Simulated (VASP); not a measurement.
# Cs (Im-3m) in VASP: density of states with PBE

Aim: the density of states of Cs with PBE.

All numbers are computed with VASP 6.6.1; they aren't measurements. Logs are shortened: lines on timing, memory, paths and dates and some standing lists are left out, and cuts for length are marked.

### Step 1. The cell of the first run

The structure is cubic, space group Im-3m (No. 229). The conventional cell has a = 6.172 Å, b = 6.172 Å, c = 6.172 Å, α = 90.00°, β = 90.00°, γ = 90.00°.

### Step 2. Density of states, PBE

POSCAR

```
Cs
1.0
   -3.0858070191      3.0858070191      3.0858070191
    3.0858070191     -3.0858070191      3.0858070191
    3.0858070191      3.0858070191     -3.0858070191
Cs
1
Direct
    0.0000000000      0.0000000000      0.0000000000
```

INCAR.step1

```
ALGO = Fast
EDIFF = 1E-6
ENCUT = 520
GGA = PE
ISIF = 2
ISMEAR = 0
LASPH = True
LCHARG = True
LREAL = False
LWAVE = False
NBANDS = 10
NELM = 60
PREC = Accurate
SIGMA = 0.05
```

KPOINTS.step1

```
k-points
0
Gamma
  10 10 10
```

INCAR.step2

```
ALGO = Fast
EDIFF = 1E-6
ENCUT = 520
GGA = PE
ICHARG = 11
ISIF = 2
ISMEAR = -5
LASPH = True
LCHARG = False
LORBIT = 11
LREAL = False
LWAVE = False
NEDOS = 2001
NELM = 60
PREC = Accurate
SIGMA = 0.05
```

KPOINTS.step2

```
k-points
0
Gamma
  15 15 15
```

Potentials or basis: VASP PAW PBE potentials, release 64 (Cs_sv).

The run is started by

```
$ cat potpaw_PBE.64/Cs_sv/POTCAR > POTCAR
$ cp INCAR.step1 INCAR
$ cp KPOINTS.step1 KPOINTS
$ mpirun -np 1 vasp_std > vasp.out
$ cp INCAR.step2 INCAR
$ cp KPOINTS.step2 KPOINTS
$ mpirun -np 1 vasp_std > vasp.out
```

OUTCAR:

```text
EDIFF = 1E-6
   ENCUT = 520
   GGA = PE
   ICHARG = 11
   ISIF = 2
   ISMEAR = -5
   LASPH = True
   LORBIT = 11
   LREAL = False
   NELM = 60
   PREC = Accurate

 ion  position               nearest neighbor table
   1  0.000  0.000  0.000-

  LATTYP: Found a body centered cubic cell.
 ALAT       =     6.1716140382

  Lattice vectors:

 A1 = (  -3.0858070191,   3.0858070191,   3.0858070191)
 A2 = (   3.0858070191,  -3.0858070191,   3.0858070191)
 A3 = (   3.0858070191,   3.0858070191,  -3.0858070191)

Analysis of symmetry for initial positions (statically):
=====================================================================
 Subroutine PRICEL returns:
 Original cell was already a primitive cell.

 Routine SETGRP: Setting up the symmetry group for a
 body centered cubic supercell.

 Subroutine GETGRP returns: Found 48 space group operations
 (whereof 48 operations were pure point group operations)
 out of a pool of 48 trial point group operations.

The static configuration has the point symmetry O_h .

Analysis of symmetry for dynamics (positions and initial velocities):
=====================================================================
 Subroutine PRICEL returns:
 Original cell was already a primitive cell.

 Routine SETGRP: Setting up the symmetry group for a
 body centered cubic supercell.

 Subroutine GETGRP returns: Found 48 space group operations
 (whereof 48 operations were pure point group operations)
 out of a pool of 48 trial point group operations.

The dynamic configuration has the point symmetry O_h .

 Subroutine INISYM returns: Found 48 space group operations
 (whereof 48 operations are pure point group operations),
 and found     1 'primitive' translations

----------------------------------------------------------------------------------------

                                     Primitive cell

  volume of cell :     117.5347

  direct lattice vectors                    reciprocal lattice vectors
    -3.085807019  3.085807019  3.085807019     0.000000000  0.162032168  0.162032168
     3.085807019 -3.085807019  3.085807019     0.162032168  0.000000000  0.162032168
     3.085807019  3.085807019 -3.085807019     0.162032168  0.162032168  0.000000000

  length of vectors
     5.344774539  5.344774539  5.344774539     0.229148089  0.229148089  0.229148089

  position of ions in fractional coordinates (direct lattice)
     0.000000000  0.000000000  0.000000000
[... 77 lines left out ...]
   NELM   =     60;   NELMIN=  2; NELMDL=  0     # of ELM steps
   EDIFF  = 0.1E-05   stopping-criterion for ELM
   LREAL  =      F    real-space projection
   EDIFFG = 0.1E-04   stopping-criterion for IOM
   NSW    =      0    number of steps for IOM
   IBRION =     -1    ionic relax: 0-MD 1-quasi-New 2-CG
   NFREE  =      0    steps in history (QN), initial steepest desc. (CG)
   ISIF   =      2    stress and relaxation
   ISYM   =      2    0-nonsym 1-usesym 2-fastsym
   POTIM  = 0.5000    time-step for ionic-motion
   TEBEG  =    0.0;   TEEND  =   0.0 temperature during run
   PSTRESS=    0.0 pullay stress
   NELECT =       9.0000    total number of electrons
   NUPDOWN=      -1.0000    fix difference up-down
   EMIN   =  10.00;   EMAX   =-10.00  energy-range for DOS
   EFERMI =   0.00;   METHOD = LEGACY
   ISMEAR =    -5;   SIGMA  =   0.05  broadening in eV -4-tet -1-fermi 0-gaus
   EFERMI_NEDOS =   21; number of points for ismear=-14 and -15
   IALGO  =     68    algorithm
   IMIX   =      4    mixing-type and parameters
     AMIX     =   0.40;   BMIX     =  1.00
     AMIX_MAG =   1.60;   BMIX_MAG =  1.00
  volume/ion in A,a.u.               =     117.53       793.16
  Fermi-wavevector in a.u.,A,eV,Ry     =   0.695185  1.313709  6.575449  0.483282
  Thomas-Fermi vector in A             =   1.777886
   LORBIT       =     11    0 simple, 1 ext, 2 COOP (PROOUT), +10 PAW based schemes
   GGA     = PE    functional components
   LHFCALC =     F    Hartree Fock is set to
   AEXX    =    0.0000 exact exchange contribution
   IVDW    =     0    specifies the selected vdW correction
   LEPSILON=     F    determine dielectric tensor
   LRPA    =     F    only Hartree local field effects (RPA)
 non-spin polarized calculation
 RMM-DIIS sequential band-by-band and
 Fermi weights with tetrahedron method with Bloechl corrections
  energy-cutoff  :      520.00
  volume of cell :      117.53
 maximum number of plane-waves:      3224

 number of electron       9.0000002 magnetization

 Free energy of the ion-electron system (eV)
  ---------------------------------------------------
  ext. energy  EPLUGINS =         0.00000000
  ---------------------------------------------------
  free energy    TOTEN  =        -0.85015835 eV

  energy without entropy =       -0.85015835  energy(sigma->0) =       -0.85015835

 E-fermi :   0.4124     XC(G=0):  -5.3530

 val. band max:        0.4018809477   @ k =   0.4667   0.0000   0.0000
 cond. band min:       0.4143338123   @ k =  -0.4000   0.4667   0.0667
 fundamental gap:      0.0124528646
 Fermi energy:         0.4123757525

 k-point     1 :       0.0000    0.0000    0.0000
  band No.  band energies     occupation
      1     -23.4707      2.00000
      2     -10.2169      2.00000
      3     -10.2169      2.00000
      4     -10.2169      2.00000
      5      -1.2563      2.00000
      6       2.8789      0.00000
      7       2.8789      0.00000
      8       2.8794      0.00000
[... 243 lines left out ...]
 k-point    24 :       0.4000    0.2000   -0.0000
  band No.  band energies     occupation
      1     -23.4642      2.00000
      2     -10.3284      2.00000
      3     -10.2761      2.00000
      4     -10.2295      2.00000
      5       0.7778     -0.00616
      6       1.2409      0.00000
      7       1.7910      0.00000
      8       3.4167      0.00000

 [... further k-points ...]
[... 5 lines left out ...]
  --------------------------------------------------------------------------------------
  -------------------------------------------------------------------------------------
  Total       -0.0157932     -0.0157932     -0.0157932      0.0000000      0.0000000      0.0000000
  in kB       -0.2152852     -0.2152852     -0.2152852      0.0000000      0.0000000      0.0000000
  external PRESSURE =      -0.2152852 kB  Pullay stress =       0.0000000 kB

 VOLUME and BASIS-vectors are now :
 -----------------------------------------------------------------------------
  energy-cutoff  :      520.00
  volume of cell :      117.53
      direct lattice vectors                 reciprocal lattice vectors
    -3.085807019  3.085807019  3.085807019     0.000000000  0.162032168  0.162032168
     3.085807019 -3.085807019  3.085807019     0.162032168  0.000000000  0.162032168
     3.085807019  3.085807019 -3.085807019     0.162032168  0.162032168  0.000000000

 POSITION                                       TOTAL-FORCE (eV/Angst)
 -----------------------------------------------------------------------------------
      0.00000      0.00000      0.00000        -0.000000      0.000000     -0.000000
 -----------------------------------------------------------------------------------
    total drift:                               -0.000000     -0.000000     -0.000000

  FREE ENERGIE OF THE ION-ELECTRON SYSTEM (eV)
  ---------------------------------------------------
  free  energy   TOTEN  =        -0.8501583463 eV

  energy  without entropy=       -0.8501583463  energy(sigma->0) =       -0.85015835

 total charge

# of ion       s       p       d       tot
------------------------------------------
    1        1.854   4.682   0.009   6.544
```

OUTCAR.step1:

```text
EDIFF = 1E-6
   ENCUT = 520
   GGA = PE
   ISIF = 2
   ISMEAR = 0
[... 529 lines left out ...]

 POSITION                                       TOTAL-FORCE (eV/Angst)
 -----------------------------------------------------------------------------------
      0.00000      0.00000      0.00000         0.000000     -0.000000      0.000000
 -----------------------------------------------------------------------------------
    total drift:                               -0.000000      0.000000     -0.000000

  FREE ENERGIE OF THE ION-ELECTRON SYSTEM (eV)
  ---------------------------------------------------
  free  energy   TOTEN  =        -0.8473740266 eV

  energy  without entropy=       -0.8439921587  energy(sigma->0) =       -0.84568309
```

Run time: 70 s. Hardware: 1 thread of Intel Xeon Platinum 8175M at 2.50GHz (Skylake/Cascade Lake), shared host; peak memory 0.3 GiB.

What came out:

| Quantity | Value |
| --- | --- |
| Valence electrons inside the program's atomic spheres | Cs 6.54 |

Caveat: spin-orbit coupling is left out, which moves the levels of the heavy elements; tetrahedron occupations give inexact forces and stress in metals.
